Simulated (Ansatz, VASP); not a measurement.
MgBe2SeO2 in VASP and in Ansatz

The input INCAR:

```
SYSTEM = MgBe2SeO2
  ALGO = Normal
  EDIFF = 1E-6
  ENCUT = 520
  GGA = PE
  ISIF = 2
  ISMEAR = 0
  ISPIN = 2
  LASPH = .TRUE.
  LCHARG = .TRUE.
  LELF = .TRUE.
  LORBIT = 11
  LREAL = .FALSE.
  LVHAR = .TRUE.
  LWAVE = .FALSE.
  MAGMOM = 0 0 0 0 1 1
  NBANDS = 25
  NELM = 150
  PREC = Accurate
  SIGMA = 0.1
```

Contents of KPOINTS:

```
k-points
0
G
  4 4 6
  0 0 0
```

Contents of POSCAR:

```
MgBe2SeO2
1.0
    2.6509164900     -4.5897855200      0.0000000000
    2.6509164900      4.5897855200      0.0000000000
    0.0000000000      0.0000000000      3.0075841500
Mg Be Se O
1 2 1 2
Direct
    0.5000000000      0.5000000000      0.0000000000
    0.1669560000      0.8330440000      0.0000000000
    0.8330440000      0.1669560000      0.0000000000
    0.0000000000      0.0000000000      0.5000000000
    0.0000000000      0.5000000000      0.5000000000
    0.5000000000      0.0000000000      0.5000000000
```

Input for Ansatz:

```yaml
crystal:
  lattice:
    - [2.65091649, -4.58978552, 0.0]
    - [2.65091649, 4.58978552, 0.0]
    - [0.0, 0.0, 3.00758415]
  atoms:
    - { symbol: Mg, position: [0.5, 0.5, 0.0] }
    - { symbol: Be, position: [0.166956, 0.833044, 0.0] }
    - { symbol: Be, position: [0.833044, 0.166956, 0.0] }
    - { symbol: Se, position: [0.0, 0.0, 0.5] }
    - { symbol: O, position: [0.0, 0.5, 0.5], spin: 1.0 }
    - { symbol: O, position: [0.5, 0.0, 0.5], spin: 1.0 }
basis:
  ecutwfc: 420
kpoints:
  mp_grid: { grid: [4, 4, 6] }
hamiltonian:
  xc: pbe
scf:
  occupations: { method: gaussian, width: 0.1 }
  lower_state_search: "off"
output:
  forces: true
  stress: true
  eigenvalues: true
  populations: true
magnetization:
  spin_polarized: true
```

Change from the starting cell: species swapped into the CeB2Ir2Rh type (Cmmm, No. 65).

Alike in both runs: task single point; functional PBE; k mesh 4 × 4 × 6; occupations gaussian, width 0.1 eV; collinear spin.

|  | VASP | Ansatz |
| --- | --- | --- |
| version | VASP 6.6.1 | Ansatz 0.2.0 |
| potentials or method | VASP PAW PBE potentials, release 64 (Mg, Be, Se, O), cutoff 520 eV | scalar-relativistic, plane waves, PAW |
| valence electrons in the cell | 24 | 42 |

```csv
,VASP,Ansatz,Ansatz less VASP
gap on the k mesh at the Fermi level (eV),none,none,-
pressure (GPa),-0.1,-0.2,-0.07
"traceless stress, the component that is largest in VASP (GPa)",16.80,16.79,-0.015
rms of the force components (eV/Å),1.082,1.072,-0.0093
net moment per atom (μB),0.00,0.00,0.000
```

Atom by atom the forces differ by 0.009 eV/Å (rms over components). A gap of «none» marks a metal or a gap that the smearing closes. VASP's potentials hold 24 valence electrons a cell and Ansatz's 42, so a difference there can come from the potentials and not from the codes. Ansatz's warnings: seeded moment not kept.
